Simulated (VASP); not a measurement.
Runs of VASP 6.6.1 on Te2Mo. The structure is that of space group P6_3/mmc (No. 194), or close to it. The cells are those of the table. 

```tsv
cell	k mesh	cutoff (eV)	smearing	gap on the mesh (eV)	pressure (GPa)	largest force (eV/Å)
a = 3.566, b = 3.566, c = 14.648 Å, angles 90.0, 90.0, 120.0°, 6 atoms	6 × 6 × 2	500	gaussian 0.1 eV	0.93	-2.7	(c)
a = 3.494, b = 3.494, c = 13.726 Å, angles 90.0, 90.0, 120.0°, 6 atoms	12 × 12 × 2	500	tetrahedron	0.65	(a)	0.03
a = 3.494, b = 3.494, c = 14.286 Å, angles 90.0, 90.0, 120.0°, 6 atoms	12 × 12 × 2	520	gaussian 0.02 eV	0.84	-0.2	0.03
a = 3.494, b = 3.494, c = 14.846 Å, angles 90.0, 90.0, 120.0°, 6 atoms	12 × 12 × 2	520	gaussian 0.02 eV	(b)	-0.4	0.03
a = 3.494, b = 3.494, c = 14.006 Å, angles 90.0, 90.0, 120.0°, 6 atoms	12 × 12 × 2	520	gaussian 0.02 eV	0.77	0.1	0.03
a = 3.494, b = 3.494, c = 14.566 Å, angles 90.0, 90.0, 120.0°, 6 atoms	12 × 12 × 2	520	gaussian 0.02 eV	0.88	-0.3	0.03
```

Alike in all rows: task single point; level PBEsol; potentials or basis VASP PAW PBE potentials, release 64 (Te, Mo_sv); no spin polarisation.

Question: Estimate the missing entries.

Answer: (a) 0.6; (b) 0.92; (c) 0.08.

Caveats: the PAW data sets were made with another functional, which shifts forces and pressure a little; spin-orbit coupling is left out, which moves the levels of the heavy elements; this functional lacks dispersion, which binds the layers, so the pressure and a relaxed spacing across them are unreliable.

A k mesh can miss the band edges, and the runs leave out spin-orbit coupling on Mo, Te.
